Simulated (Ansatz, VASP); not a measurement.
Two plane-wave programs on BeS

```
Be S
1.0
     0.00000    2.36434    2.56158
     2.56158    0.00000    2.56158
     2.56158    2.36434    0.00000
Be S
1 1
Direct
  0.00000 0.00000 0.00000
  0.75000 0.75000 0.75000
```

Alike in both runs: task single point; functional PBEsol; k mesh 10 × 10 × 10; occupations gaussian, width 0.05 eV; no spin polarisation.

|  | VASP | Ansatz |
| --- | --- | --- |
| version | VASP 6.6.1 | Ansatz 0.2.0 |
| potentials or method | VASP PAW PBE potentials, release 64 (Be, S), cutoff 520 eV | scalar-relativistic, plane waves, PAW |
| valence electrons in the cell | 8 | 8 |

|  | VASP | Ansatz | Ansatz less VASP |
| --- | --- | --- | --- |
| gap on the k mesh at the Fermi level (eV) | 2.55 | 2.54 | -0.004 |
| least direct gap on the mesh (eV) | 4.77 | 4.77 | -0.003 |
| pressure (GPa) | -7.4 | -7.6 | -0.13 |
| traceless stress, the component that is largest in VASP (GPa) | 4.17 | 4.19 | +0.021 |

VASP's potentials were made for PBE, not for PBEsol.
